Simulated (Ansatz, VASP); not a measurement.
**One calculation of Ge, two programs**

```
Ge
1.0
    -2.52622    2.52622    1.39741
     2.52622   -2.52622    1.39741
     2.62276    2.62276   -1.39741
Ge
2
Direct
  0.25000 0.75000 0.50000
  0.50000 0.50000 0.00000
```

Change from the starting cell: strain +0.0375 x Voigt [0, 0, 0, 0, 0, 1], atoms carried along.

Alike in both runs: task single point; functional PBEsol; k mesh 20 × 20 × 20; occupations gaussian, width 0.15 eV; no spin polarisation.

|  | VASP | Ansatz |
| --- | --- | --- |
| version | VASP 6.6.1 | Ansatz 0.2.0 |
| potentials or method | VASP PAW PBE potentials, release 64 (Ge_d), cutoff 520 eV | scalar-relativistic, plane waves, PAW |
| valence electrons in the cell | 28 | 28 |

```csv
,VASP,Ansatz,Ansatz less VASP
gap on the k mesh at the Fermi level (eV),none,none,-
pressure (GPa),-0.7,-0.7,+0.07
"traceless stress, the component that is largest in VASP (GPa)",-1.96,-1.95,+0.006
```

VASP's potentials were made for PBE, not for PBEsol. A gap of «none» marks a metal or a gap that the smearing closes. The functional is the same, so the differences come from potentials, cutoffs and numerics.
